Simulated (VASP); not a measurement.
# Ba (I4_1/amd) in VASP: notebook

Runs on Ba. Level: LDA. Tasks: single point, relaxation of cell and atoms.

All numbers are computed with VASP 6.6.1; they aren't measurements. Logs are shortened: lines on timing, memory, paths and dates and some standing lists are left out, and cuts for length are marked.

## Step 1: The cell of the first run

Symmetry: I4_1/amd, No. 141, tetragonal system. Conventional cell: a = 6.722 Å, b = 6.722 Å, c = 3.714 Å, α = 90.00°, β = 90.00°, γ = 90.00°. Within 4.6 Å of Ba (site symmetry -4m2) lie 10 Ba at 3.49 to 4.37 Å.

## Step 2: Single point, LDA

INCAR reads:

```
SYSTEM = Ba
  PREC = Accurate
  ENCUT = 500
  EDIFF = 1E-6
  ISMEAR = -1
  SIGMA = 0.05
  LREAL = .FALSE.
  LASPH = .TRUE.
  NELM = 120
  ALGO = Normal
  ISIF = 2
  LWAVE = .FALSE.
  LCHARG = .TRUE.
  LELF = .TRUE.
  LVHAR = .TRUE.
  NBANDS = 17
  GGA_COMPAT = .FALSE.
```

KPOINTS reads:

```
regular mesh
0
G
  12 12 12
  0 0 0
```

POSCAR reads:

```
Ba
1.0
   -3.3609471054      3.3609471054      1.8567971448
    3.3609471054     -3.3609471054      1.8567971448
    3.3609471054      3.3609471054     -1.8567971448
Ba
2
Direct
   -0.3750000000     -0.1250000000     -0.2500000000
    0.3750000000      0.1250000000      0.2500000000
```

Potentials or basis: VASP PAW LDA potentials, release 64 (Ba_sv).

The run is started by

```bash
cat potpaw_LDA.64/Ba_sv/POTCAR > POTCAR
mpirun -np 1 vasp_std > vasp.out
```

OUTCAR:

```text
SYSTEM = Ba
   PREC = Accurate
   ENCUT = 500
   EDIFF = 1E-6
   ISMEAR = -1
   LREAL = .FALSE.
   LASPH = .TRUE.
   NELM = 120
   ISIF = 2

 ion  position               nearest neighbor table
   1  0.625  0.875  0.750-   2 3.49   2 3.49   2 3.49   2 3.49   2 4.37   2 4.37   2 4.37   2 4.37

   2  0.375  0.125  0.250-   1 3.49   1 3.49   1 3.49   1 3.49   1 4.37   1 4.37   1 4.37   1 4.37

  LATTYP: Found a body centered tetragonal cell.
 ALAT       =     6.7218942108
 C/A-ratio  =     0.5524624716

  Lattice vectors:

 A1 = (  -3.3609471054,   3.3609471054,   1.8567971448)
 A2 = (   3.3609471054,  -3.3609471054,   1.8567971448)
 A3 = (   3.3609471054,   3.3609471054,  -1.8567971448)

Analysis of symmetry for initial positions (statically):
=====================================================================
 Subroutine PRICEL returns:
 Original cell was already a primitive cell.

 Routine SETGRP: Setting up the symmetry group for a
 body centered tetragonal supercell.

 Subroutine GETGRP returns: Found 16 space group operations
 (whereof  4 operations were pure point group operations)
 out of a pool of 16 trial point group operations.

The static configuration has the point symmetry C_2h.
 The point group associated with its full space group is D_4h.

Analysis of symmetry for dynamics (positions and initial velocities):
=====================================================================
 Subroutine PRICEL returns:
 Original cell was already a primitive cell.

 Routine SETGRP: Setting up the symmetry group for a
 body centered tetragonal supercell.

 Subroutine GETGRP returns: Found 16 space group operations
 (whereof  4 operations were pure point group operations)
 out of a pool of 16 trial point group operations.

The dynamic configuration has the point symmetry C_2h.
 The point group associated with its full space group is D_4h.

 Subroutine INISYM returns: Found 16 space group operations
 (whereof  4 operations are pure point group operations),
 and found     1 'primitive' translations

----------------------------------------------------------------------------------------

                                     Primitive cell

  volume of cell :      83.8973

  direct lattice vectors                    reciprocal lattice vectors
[... 82 lines left out ...]
   LNONCOLLINEAR =      F non collinear calculations
   LSORBIT =      F    spin-orbit coupling
   LASPH  =      T    aspherical Exc in radial PAW
   ENCUT  =  500.0 eV  36.75 Ry    6.06 a.u.   9.30  9.30  9.30*2*pi/ulx,y,z
   NELM   =    120;   NELMIN=  2; NELMDL= -5     # of ELM steps
   EDIFF  = 0.1E-05   stopping-criterion for ELM
   LREAL  =      F    real-space projection
   EDIFFG = 0.1E-04   stopping-criterion for IOM
   NSW    =      0    number of steps for IOM
   IBRION =     -1    ionic relax: 0-MD 1-quasi-New 2-CG
   NFREE  =      0    steps in history (QN), initial steepest desc. (CG)
   ISIF   =      2    stress and relaxation
   ISYM   =      2    0-nonsym 1-usesym 2-fastsym
   POTIM  = 0.5000    time-step for ionic-motion
   TEBEG  =    0.0;   TEEND  =   0.0 temperature during run
   PSTRESS=    0.0 pullay stress
   NELECT =      20.0000    total number of electrons
   NUPDOWN=      -1.0000    fix difference up-down
   EMIN   =  10.00;   EMAX   =-10.00  energy-range for DOS
   EFERMI =   0.00;   METHOD = LEGACY
   ISMEAR =    -1;   SIGMA  =   0.05  broadening in eV -4-tet -1-fermi 0-gaus
   EFERMI_NEDOS =   21; number of points for ismear=-14 and -15
   IALGO  =     38    algorithm
   IMIX   =      4    mixing-type and parameters
     AMIX     =   0.40;   BMIX     =  1.00
     AMIX_MAG =   1.60;   BMIX_MAG =  1.00
  volume/ion in A,a.u.               =      41.95       283.08
  Fermi-wavevector in a.u.,A,eV,Ry     =   1.015085  1.918232 14.019398  1.030397
  Thomas-Fermi vector in A             =   2.148350
   LORBIT       =      0    0 simple, 1 ext, 2 COOP (PROOUT), +10 PAW based schemes
   GGA     = CA    functional components
   LHFCALC =     F    Hartree Fock is set to
   AEXX    =    0.0000 exact exchange contribution
   IVDW    =     0    specifies the selected vdW correction
   LEPSILON=     F    determine dielectric tensor
   LRPA    =     F    only Hartree local field effects (RPA)
 non-spin polarized calculation
  energy-cutoff  :      500.00
  volume of cell :       83.90
 maximum number of plane-waves:      2146
 NGX is ok and might be reduce to    40
   NGX = 19   NGY = 19   NGZ = 19

 number of electron      20.0000000 magnetization

 Free energy of the ion-electron system (eV)
  ---------------------------------------------------
  ext. energy  EPLUGINS =         0.00000000
  ---------------------------------------------------
  free energy    TOTEN  =        -4.07976236 eV

  energy without entropy =       -4.06432664  energy(sigma->0) =       -4.07204450

 E-fermi :   3.0258     XC(G=0):  -9.0458

 val. band max:        3.0239381187   @ k =  -0.1667  -0.1667   0.0833
 cond. band min:       3.0282717009   @ k =  -0.2500   0.2500   0.1667
 fundamental gap:      0.0043335821
 Fermi energy:         3.0258414490

 k-point     1 :       0.0000    0.0000    0.0000
  band No.  band energies     occupation
      1     -25.6758      2.00000
      2     -25.1863      2.00000
      3     -11.4846      2.00000
      4     -11.4846      2.00000
      5     -10.0849      2.00000
      6     -10.0636      2.00000
[... 457 lines left out ...]
      4     -11.0578      2.00000
      5     -10.9165      2.00000
      6     -10.5098      2.00000
[... 9 lines left out ...]
     16       6.6181      0.00000
     17       7.2553      0.00000

 [... further k-points ...]

------------------------ aborting loop because EDIFF is reached ----------------------------------------

  FORCE on cell =-STRESS in cart. coord.  units (eV):
  Direction    XX          YY          ZZ          XY          YZ          ZX
  --------------------------------------------------------------------------------------
  -------------------------------------------------------------------------------------
  Total        1.5216147      1.5216147      1.4639768      0.0000000     -0.0000000      0.0000000
  in kB       29.0581165     29.0581165     27.9574126      0.0000000     -0.0000000      0.0000000
  external PRESSURE =      28.6912152 kB  Pullay stress =       0.0000000 kB

 VOLUME and BASIS-vectors are now :
 -----------------------------------------------------------------------------
  energy-cutoff  :      500.00
  volume of cell :       83.90
      direct lattice vectors                 reciprocal lattice vectors
    -3.360947105  3.360947105  1.856797145     0.000000000  0.148767590  0.269280897
     3.360947105 -3.360947105  1.856797145     0.148767590  0.000000000  0.269280897
     3.360947105  3.360947105 -1.856797145     0.148767590  0.148767590  0.000000000

 POSITION                                       TOTAL-FORCE (eV/Angst)
 -----------------------------------------------------------------------------------
      3.36095      1.68047      1.39260        -0.000000     -0.000000     -0.000000
      0.00000      1.68047      0.46420         0.000000      0.000000      0.000000
 -----------------------------------------------------------------------------------
    total drift:                               -0.000000     -0.000000      0.000000

  FREE ENERGIE OF THE ION-ELECTRON SYSTEM (eV)
  ---------------------------------------------------
  free  energy   TOTEN  =        -4.0797623623 eV

  energy  without entropy=       -4.0643266418  energy(sigma->0) =       -4.07204450
```

It took 2.5 min on 1 thread of Intel Xeon Platinum 8375C at 2.90GHz (Ice Lake), shared host; peak memory 0.32 GiB.

What came out:

| Property | Result |
| --- | --- |
| Free energy | -4.0798 eV |
| Pressure | 2.9 GPa |
| Band gap on the k mesh | zero (bands 10 and 11 overlap by 0.67 eV) |

Levels at points of the mesh, in eV from the Fermi level:
```
           k point  band 6  band 7  band 8  band 9  band 10  band 11  band 12  band 13  band 14  band 15
(0.00, 0.00, 0.00)  -13.09  -12.96  -12.96   -2.62    -1.71     0.18     0.32     1.09     3.50     3.50
(0.50, 0.00, 0.00)  -13.61  -13.43  -12.89   -1.02    -0.91     0.22     1.18     2.20     2.71     2.72
(0.50, 0.50, 0.00)  -13.89  -13.01  -13.01   -0.73    -0.73     0.63     0.63     2.20     2.20     3.11
(0.50, 0.50, 0.50)  -13.12  -12.74  -12.74   -0.68    -0.68     1.28     1.28     2.10     2.10     3.61
```

Caveat: spin-orbit coupling is left out, which moves the levels of the heavy elements.

## Step 3: Relaxation of cell and atoms, LDA, target pressure 2.3 GPa, at which the enthalpy is minimised

INCAR reads:

```
PREC = Accurate
ENCUT = 500
EDIFF = 1E-7
ISMEAR = -1
SIGMA = 0.05
LREAL = F
LASPH = T
NELM = 120
ALGO = Normal
ISIF = 3
LWAVE = F
LCHARG = F
GGA = CA
IBRION = 2
NSW = 32
EDIFFG = -0.005
PSTRESS = 23.0
GGA_COMPAT = F
NELMIN = 4
```

KPOINTS reads:

```
regular mesh
0
Gamma
  12 12 12
```

POSCAR is that of step 2.

Potentials or basis: VASP PAW LDA potentials, release 64 (Ba_sv).

The run is started by

```bash
cat potpaw_LDA.64/Ba_sv/POTCAR > POTCAR
mpirun -np 1 vasp_std > vasp.out
```

It took 7.8 min on 1 thread of Intel Xeon Platinum 8375C at 2.90GHz (Ice Lake), shared host; peak memory 0.3 GiB.

It converged, with:

| Item | Value |
| --- | --- |
| Free energy | -4.1223 eV |
| Relaxed volume | 43.27 Å³/atom |
| Relaxed cell | a = 5.161 Å, b = 5.161 Å, c = 5.161 Å, α = 97.55°, β = 97.55°, γ = 137.51° |
| Space group after relaxing (to 0.1 Å) | I4_1/amd (No. 141) |
| Energy change on relaxing (the run minimises the enthalpy) | -21.2 meV/atom |
| Ionic steps | 6 |
| Pressure after relaxing | 2.3 GPa |
| Band gap on the k mesh | zero (bands 10 and 11 overlap by 0.63 eV) |

The path:
| step | energy change (eV) | largest force (eV/Å) | pressure (GPa) | volume (Å³) |
| --- | --- | --- | --- | --- |
| 1 | 0.0000 | 0.0000 | 2.87 | 83.90 |
| 2 | -0.0303 | 0.0000 | 2.46 | 85.72 |
| 3 | -0.0416 | 0.0000 | 2.30 | 86.48 |
| 4 | -0.0424 | 0.0000 | 2.29 | 86.53 |
| 5 | -0.0425 | 0.0000 | 2.29 | 86.53 |
| 6 | -0.0425 | 0.0000 | 2.29 | 86.53 |

Final structure:
```
CELL_PARAMETERS angstrom
-3.40120 3.40120 1.87011
3.40120 -3.40120 1.87011
3.40120 3.40120 -1.87011
ATOMIC_POSITIONS crystal
Ba 0.62500 0.87500 0.75000
Ba 0.37500 0.12500 0.25000
```

Levels at points of the mesh, in eV from the Fermi level:
```
           k point  band 8  band 9  band 10  band 11  band 12  band 13
(0.00, 0.00, 0.00)  -13.04   -2.64    -1.62     0.20     0.32     1.07
(0.50, 0.00, 0.00)  -12.97   -0.96    -0.88     0.23     1.14     2.18
(0.50, 0.50, 0.00)  -13.07   -0.76    -0.76     0.62     0.62     2.13
(0.50, 0.50, 0.50)  -12.84   -0.70    -0.70     1.24     1.24     1.99
```

Caveat: the cell is relaxed towards a set pressure, so the run minimises the enthalpy, not the energy; spin-orbit coupling is left out, which moves the levels of the heavy elements.
